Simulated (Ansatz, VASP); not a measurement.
# Two plane-wave programs on Li4Ge2B

```
CELL_PARAMETERS angstrom
2.23015 1.28758 6.10657
-2.23015 1.28758 6.10657
0.00000 -2.57516 6.10657
ATOMIC_POSITIONS crystal
Li 0.16406 0.16406 0.16406
Li 0.31309 0.31309 0.31309
Li 0.00598 0.00598 0.00598
Li 0.45105 0.45105 0.45105
Ge 0.58987 0.58987 0.58987
Ge 0.74223 0.74223 0.74223
B 0.86164 0.86164 0.86164
```

Alike in both runs: task electric field gradients; functional r2SCAN; k mesh 9 × 9 × 9; occupations fermi-dirac, width 0.05 eV; no spin polarisation.

|  | VASP | Ansatz |
| --- | --- | --- |
| version | VASP 6.6.1 | Ansatz 0.2.0 |
| potentials or method | VASP PAW PBE potentials, release 64 (Li_sv, Ge_d, B) | plane-wave PAW, scalar-relativistic |
| plane-wave cutoff (eV) | 520 | 500 |
| valence electrons in the cell | 43 | 43 |

|  | VASP | Ansatz | Ansatz less VASP |
| --- | --- | --- | --- |
| rms of the force components (eV/Å) | 0.029 | 0.030 | +0.0009 |
| size of Vzz on the site where it differs most (V/Å²) | 72.4 | 75.4 | +3.07 |

VASP's potentials were made for PBE, not for r2SCAN. Atom by atom the forces differ by 0.011 eV/Å (rms over components).

Noted on VASP's run: the cutoff is under 1.25 times that of the potentials, so the pressure is a little rough.
